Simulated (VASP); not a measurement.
# La (Pm-3m) in VASP: single point with PBE

Aim: the single point of La with PBE.

All numbers are computed with VASP 6.6.1; they aren't measurements. Logs are shortened: lines on timing, memory, paths and dates and some standing lists are left out, and cuts for length are marked.

## Step 1: The cell of the first run

Symmetry: Pm-3m, No. 221, cubic system. Conventional cell: a = 3.332 Å, b = 3.332 Å, c = 3.332 Å, α = 90.00°, β = 90.00°, γ = 90.00°. La (site symmetry m-3m) has 6 La at 3.33 Å within 4.4 Å.

## Step 2: Single point, PBE

INCAR reads:

```
SYSTEM = La
PREC = Accurate ; ENCUT = 520
EDIFF = 1E-7 ; ISMEAR = -1
SIGMA = 0.13605693000000002 ; LREAL = .FALSE.
LASPH = .TRUE. ; NELM = 100
ALGO = Normal ; ISIF = 2
LWAVE = .FALSE. ; LCHARG = .FALSE.
GGA = PE ; NBANDS = 12
```

KPOINTS reads:

```
regular mesh
0
G
  10 10 10
  0 0 0
```

POSCAR reads:

```
La
1.0
    3.3324920099      0.0000000000      0.0000000000
    0.0000000000      3.3324920099      0.0000000000
    0.0000000000      0.0000000000      3.3324920099
La
1
Direct
    0.0000000000      0.0000000000      0.0000000000
```

Potentials or basis: VASP PAW PBE potentials, release 64 (La).

The run is started by

```console
$ cat potpaw_PBE.64/La/POTCAR > POTCAR
$ mpirun -np 1 vasp_std > vasp.out
```

OUTCAR:

```text
SYSTEM = La
   PREC = Accurate
   ENCUT = 520
   EDIFF = 1E-7
   ISMEAR = -1
   LREAL = .FALSE.
   LASPH = .TRUE.
   NELM = 100
   ISIF = 2
   GGA = PE

 ion  position               nearest neighbor table
   1  0.000  0.000  0.000-

  LATTYP: Found a simple cubic cell.
 ALAT       =     3.3324920099

  Lattice vectors:

 A1 = (   3.3324920099,   0.0000000000,   0.0000000000)
 A2 = (   0.0000000000,   3.3324920099,   0.0000000000)
 A3 = (   0.0000000000,   0.0000000000,   3.3324920099)

Analysis of symmetry for initial positions (statically):
=====================================================================
 Subroutine PRICEL returns:
 Original cell was already a primitive cell.

 Routine SETGRP: Setting up the symmetry group for a
 simple cubic supercell.

 Subroutine GETGRP returns: Found 48 space group operations
 (whereof 48 operations were pure point group operations)
 out of a pool of 48 trial point group operations.

The static configuration has the point symmetry O_h .

Analysis of symmetry for dynamics (positions and initial velocities):
=====================================================================
 Subroutine PRICEL returns:
 Original cell was already a primitive cell.

 Routine SETGRP: Setting up the symmetry group for a
 simple cubic supercell.

 Subroutine GETGRP returns: Found 48 space group operations
 (whereof 48 operations were pure point group operations)
 out of a pool of 48 trial point group operations.

The dynamic configuration has the point symmetry O_h .

 Subroutine INISYM returns: Found 48 space group operations
 (whereof 48 operations are pure point group operations),
 and found     1 'primitive' translations

----------------------------------------------------------------------------------------

                                     Primitive cell

  volume of cell :      37.0090

  direct lattice vectors                    reciprocal lattice vectors
     3.332492010  0.000000000  0.000000000     0.300075738  0.000000000  0.000000000
     0.000000000  3.332492010  0.000000000     0.000000000  0.300075738  0.000000000
     0.000000000  0.000000000  3.332492010     0.000000000  0.000000000  0.300075738

  length of vectors
     3.332492010  3.332492010  3.332492010     0.300075738  0.300075738  0.300075738

  position of ions in fractional coordinates (direct lattice)
     0.000000000  0.000000000  0.000000000

  ion indices of the primitive-cell ions
   primitive index   ion index
                 1           1

----------------------------------------------------------------------------------------

 KPOINTS: regular mesh

Automatic generation of k-mesh.
 Grid dimensions read from file:
 generate k-points for:   10   10   10

 Generating k-lattice:

  Cartesian coordinates                     Fractional coordinates (reciprocal lattice)
     0.030007574  0.000000000  0.000000000     0.100000000  0.000000000  0.000000000
     0.000000000  0.030007574  0.000000000     0.000000000  0.100000000  0.000000000
     0.000000000  0.000000000  0.030007574     0.000000000  0.000000000  0.100000000

  Length of vectors
     0.030007574  0.030007574  0.030007574

  Shift w.r.t. Gamma in fractional coordinates (k-lattice)
     0.000000000  0.000000000  0.000000000

 Subroutine IBZKPT returns following result:
 ===========================================

 Found     56 irreducible k-points:

 Following reciprocal coordinates:
            Coordinates               Weight
  0.000000  0.000000  0.000000      1.000000
  0.100000  0.000000  0.000000      6.000000
  0.200000  0.000000  0.000000      6.000000
  0.300000  0.000000  0.000000      6.000000
  0.400000  0.000000  0.000000      6.000000
  0.500000  0.000000  0.000000      3.000000
[... 16 lines left out ...]
  0.200000  0.100000  0.100000     24.000000
  0.300000  0.100000  0.100000     24.000000
 [... further k-points ...]
   k-points           NKPTS =     56   k-points in BZ     NKDIM =     56   number of bands    NBANDS=     12
   number of dos      NEDOS =    301   number of ions     NIONS =      1
   total plane-waves  NPLWV =  21952
   dimension x,y,z NGX =    28 NGY =   28 NGZ =   28
   dimension x,y,z NGXF=    56 NGYF=   56 NGZF=   56
   ions per type =               1
   NGX,Y,Z   is equivalent  to a cutoff of  13.97, 13.97, 13.97 a.u.
   NGXF,Y,Z  is equivalent  to a cutoff of  27.94, 27.94, 27.94 a.u.
 SYSTEM =  La
   PREC   = accura    normal or accurate (medium, high low for compatibility)
   ISTART =      0    job   : 0-new  1-cont  2-samecut
   ICHARG =      2    charge: 1-file 2-atom 10-const
   ISPIN  =      1    spin polarized calculation?
   LNONCOLLINEAR =      F non collinear calculations
   LSORBIT =      F    spin-orbit coupling
   LASPH  =      T    aspherical Exc in radial PAW
   ENCUT  =  520.0 eV  38.22 Ry    6.18 a.u.   6.20  6.20  6.20*2*pi/ulx,y,z
   NELM   =    100;   NELMIN=  2; NELMDL= -5     # of ELM steps
   EDIFF  = 0.1E-06   stopping-criterion for ELM
   LREAL  =      F    real-space projection
   EDIFFG = 0.1E-05   stopping-criterion for IOM
   NSW    =      0    number of steps for IOM
   IBRION =     -1    ionic relax: 0-MD 1-quasi-New 2-CG
   NFREE  =      0    steps in history (QN), initial steepest desc. (CG)
   ISIF   =      2    stress and relaxation
   ISYM   =      2    0-nonsym 1-usesym 2-fastsym
   POTIM  = 0.5000    time-step for ionic-motion
   TEBEG  =    0.0;   TEEND  =   0.0 temperature during run
   PSTRESS=    0.0 pullay stress
   NELECT =      11.0000    total number of electrons
   NUPDOWN=      -1.0000    fix difference up-down
   EMIN   =  10.00;   EMAX   =-10.00  energy-range for DOS
   EFERMI =   0.00;   METHOD = LEGACY
   ISMEAR =    -1;   SIGMA  =   0.14  broadening in eV -4-tet -1-fermi 0-gaus
   EFERMI_NEDOS =   21; number of points for ismear=-14 and -15
   IALGO  =     38    algorithm
   IMIX   =      4    mixing-type and parameters
     AMIX     =   0.40;   BMIX     =  1.00
     AMIX_MAG =   1.60;   BMIX_MAG =  1.00
  volume/ion in A,a.u.               =      37.01       249.75
  Fermi-wavevector in a.u.,A,eV,Ry     =   1.092538  2.064598 16.240453  1.193640
  Thomas-Fermi vector in A             =   2.228806
   LORBIT       =      0    0 simple, 1 ext, 2 COOP (PROOUT), +10 PAW based schemes
   GGA     = PE    functional components
   LHFCALC =     F    Hartree Fock is set to
   AEXX    =    0.0000 exact exchange contribution
   IVDW    =     0    specifies the selected vdW correction
   LEPSILON=     F    determine dielectric tensor
   LRPA    =     F    only Hartree local field effects (RPA)
 non-spin polarized calculation
  energy-cutoff  :      520.00
  volume of cell :       37.01
 maximum number of plane-waves:      1021
 NGX is ok and might be reduce to    28
   NGX = 13   NGY = 13   NGZ = 13

 number of electron      10.9999998 magnetization

 Free energy of the ion-electron system (eV)
  ---------------------------------------------------
  ext. energy  EPLUGINS =         0.00000000
  ---------------------------------------------------
  free energy    TOTEN  =        -4.44426431 eV

  energy without entropy =       -4.32442758  energy(sigma->0) =       -4.38434594

 E-fermi :   7.7507     XC(G=0):  -9.5175

 val. band max:        7.7215937257   @ k =   0.3000   0.2000   0.0000
 cond. band min:       7.7936403692   @ k =   0.5000   0.1000   0.0000
 fundamental gap:      0.0720466436
 Fermi energy:         7.7507479555

 k-point     1 :       0.0000    0.0000    0.0000
  band No.  band energies     occupation
      1     -25.3413      2.00000
      2      -8.0820      2.00000
      3      -8.0820      2.00000
      4      -8.0820      2.00000
      5       4.9058      2.00000
      6       6.6557      1.99936
      7       6.6557      1.99936
      8       9.6471      0.00000
      9       9.6471      0.00000
     10       9.6471      0.00000
     11       9.8485      0.00000
     12       9.8485      0.00000

 k-point     2 :       0.1000    0.0000    0.0000
  band No.  band energies     occupation
      1     -25.3200      2.00000
      2      -8.2915      2.00000
      3      -8.0641      2.00000
      4      -8.0641      2.00000
      5       5.1361      2.00000
      6       6.7172      1.99900
      7       6.9691      1.99362
      8       9.6168      0.00000
      9       9.6584      0.00000
     10       9.6585      0.00000
     11       9.8019      0.00000
     12       9.8560      0.00000

 k-point     3 :       0.2000    0.0000    0.0000
  band No.  band energies     occupation
      1     -25.2633      2.00000
      2      -8.8021      2.00000
      3      -8.0167      2.00000
      4      -8.0167      2.00000
      5       5.6391      2.00000
      6       6.8900      1.99643
      7       7.9051      0.48676
      8       9.5270      0.00000
      9       9.6458      0.00000
     10       9.6901      0.00000
     11       9.6901      0.00000
     12       9.8830      0.00000
[... 286 lines left out ...]
 k-point    23 :       0.2000    0.1000    0.1000
  band No.  band energies     occupation
      1     -25.2211      2.00000
      2      -8.7592      2.00000
      3      -8.2121      2.00000
      4      -8.1919      2.00000
      5       6.1258      1.99999
      6       7.3452      1.90342
      7       8.0231      0.23811
      8       9.4419      0.00001
      9       9.4661      0.00001
     10       9.6406      0.00000
     11       9.7298      0.00000
     12       9.9526      0.00000

 k-point    24 :       0.3000    0.1000    0.1000
  band No.  band energies     occupation
      1     -25.1499      2.00000
      2      -9.3248      2.00000
      3      -8.1482      2.00000
      4      -8.1293      2.00000
      5       6.6608      1.99934
      6       7.5739      1.57149
      7       8.7979      0.00091
      8       9.2405      0.00004
      9       9.3387      0.00002
     10       9.6591      0.00000
     11       9.7774      0.00000
     12       9.9890      0.00000

 [... further k-points ...]

------------------------ aborting loop because EDIFF is reached ----------------------------------------

  FORCE on cell =-STRESS in cart. coord.  units (eV):
  Direction    XX          YY          ZZ          XY          YZ          ZX
  --------------------------------------------------------------------------------------
  -------------------------------------------------------------------------------------
  Total       -0.0129382     -0.0129382     -0.0129382      0.0000000      0.0000000      0.0000000
  in kB       -0.5601139     -0.5601139     -0.5601139      0.0000000      0.0000000      0.0000000
  external PRESSURE =      -0.5601139 kB  Pullay stress =       0.0000000 kB

 VOLUME and BASIS-vectors are now :
 -----------------------------------------------------------------------------
  energy-cutoff  :      520.00
  volume of cell :       37.01
      direct lattice vectors                 reciprocal lattice vectors
     3.332492010  0.000000000  0.000000000     0.300075738  0.000000000  0.000000000
     0.000000000  3.332492010  0.000000000     0.000000000  0.300075738  0.000000000
     0.000000000  0.000000000  3.332492010     0.000000000  0.000000000  0.300075738

 POSITION                                       TOTAL-FORCE (eV/Angst)
 -----------------------------------------------------------------------------------
      0.00000      0.00000      0.00000         0.000000      0.000000      0.000000
 -----------------------------------------------------------------------------------
    total drift:                                0.000000      0.000000      0.000000

  FREE ENERGIE OF THE ION-ELECTRON SYSTEM (eV)
  ---------------------------------------------------
  free  energy   TOTEN  =        -4.4442643078 eV

  energy  without entropy=       -4.3244275805  energy(sigma->0) =       -4.38434594
```

Wall time 25 s (1 thread of Intel Xeon 6975P-C, shared host); peak memory 0.18 GiB.

Results:

```
Free energy : -4.4443 eV
Pressure    : -0.1 GPa
```

Caveat: spin-orbit coupling is left out, which moves the levels of the heavy elements.
